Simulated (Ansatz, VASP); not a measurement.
**One calculation of B2P, two programs**

File INCAR:

```
PREC     = Accurate       # precision mode
ENCUT    = 520            # plane-wave cutoff, eV
EDIFF    = 1E-6           # SCF threshold, eV
ISMEAR   = 0              # smearing method
SIGMA    = 0.1            # smearing width, eV
LREAL    = F              # projectors in reciprocal space
LASPH    = T              # aspherical terms in the spheres
NELM     = 80             # most SCF steps
ALGO     = Normal         # electronic algorithm
ISIF     = 2              # what is computed and relaxed
LWAVE    = F              # write WAVECAR
LCHARG   = F              # write CHGCAR
GGA      = PE             # functional
NBANDS   = 20             # bands
```

Contents of KPOINTS:

```
regular mesh
0
Gamma
  8 6 6
```

Contents of POSCAR:

```
B2P
1.0
    0.0000000000      0.0000000000      3.0929228483
    3.9809702539      0.0000000000      0.0000000000
    0.0000000000      4.9373886177      0.0000000000
B P
4 2
Direct
    0.0000000000      0.1696252410      0.3980337213
    0.0000000000      0.8303747590      0.6019662787
    0.5000000000      0.6696252410      0.1019662787
    0.5000000000      0.3303747590      0.8980337213
    0.0000000000      1.0000000000      0.0000000000
    0.5000000000      0.5000000000      0.5000000000
```

Input for Ansatz:

```yaml
crystal:
  lattice:
    - [0.0, 0.0, 3.0929228483]
    - [3.9809702539, 0.0, 0.0]
    - [0.0, 4.9373886177, 0.0]
  atoms:
    - { symbol: B, position: [0.0, 0.169625241, 0.3980337213] }
    - { symbol: B, position: [0.0, 0.830374759, 0.6019662787] }
    - { symbol: B, position: [0.5, 0.669625241, 0.1019662787] }
    - { symbol: B, position: [0.5, 0.330374759, 0.8980337213] }
    - { symbol: P, position: [0.0, 1.0, 0.0] }
    - { symbol: P, position: [0.5, 0.5, 0.5] }
basis:
  ecutwfc: 420
kpoints:
  mp_grid: { grid: [8, 6, 6] }
hamiltonian:
  xc: pbe
scf:
  occupations: { method: gaussian, width: 0.1 }
output:
  forces: true
  stress: true
  eigenvalues: true
```

Alike in both runs: task single point; functional PBE; k mesh 8 × 6 × 6; occupations gaussian, width 0.1 eV; no spin polarisation.

|  | VASP | Ansatz |
| --- | --- | --- |
| version | VASP 6.6.1 | Ansatz 0.2.0 |
| potentials or method | VASP PAW PBE potentials, release 64 (B, P), cutoff 520 eV | scalar-relativistic, plane waves, PAW |
| valence electrons in the cell | 22 | 22 |

```csv
,VASP,Ansatz,Ansatz less VASP
gap on the k mesh at the Fermi level (eV),none,none,-
pressure (GPa),0.0,0.1,+0.16
"traceless stress, the component that is largest in VASP (GPa)",-0.28,-0.33,-0.052
rms of the force components (eV/Å),0.019,0.025,+0.0065
```

Atom by atom the forces differ by 0.006 eV/Å (rms over components). A gap of «none» marks a metal or a gap that the smearing closes.
